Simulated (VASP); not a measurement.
C, 2 atoms in the cell. The structure is trigonal, space group R-3m (No. 166). The conventional cell has a = 2.424 Å, b = 2.424 Å, c = 9.916 Å, α = 90.00°, β = 90.00°, γ = 120.00°. C (site symmetry 3m) has 3 C at 1.41 Å within 1.9 Å. 

```yaml
Program: VASP 6.6.1
Task: single point
Functional: PBE
Dispersion: D3(BJ)
Potentials_or_basis: VASP PAW PBE potentials, release 64 (C)
Cutoff: 520 eV
k_mesh: 15 × 15 × 15
Occupations: gaussian, width 0.05 eV
Spin: no spin polarisation
Dipole_correction: no
Further_INCAR_settings: ALGO = Normal; EDIFF = 1e-06; NBANDS = 11
```

Potentials or basis: VASP PAW PBE potentials, release 64 (C).

Command:

```console
$ cat potpaw_PBE.64/C/POTCAR > POTCAR
$ mpirun -np 1 vasp_std > vasp.out
```

Hardware: 1 thread of Intel(R) Xeon(R) Platinum 8488C (Sapphire Rapids) (shared host).

**Question.** Estimate the wall time of this run.

**Answer.** Wall time 69 s on 1 thread of Intel(R) Xeon(R) Platinum 8488C (Sapphire Rapids), on a shared host, peak memory 0.2 GiB. Counts: scf iterations 12, k points 344.
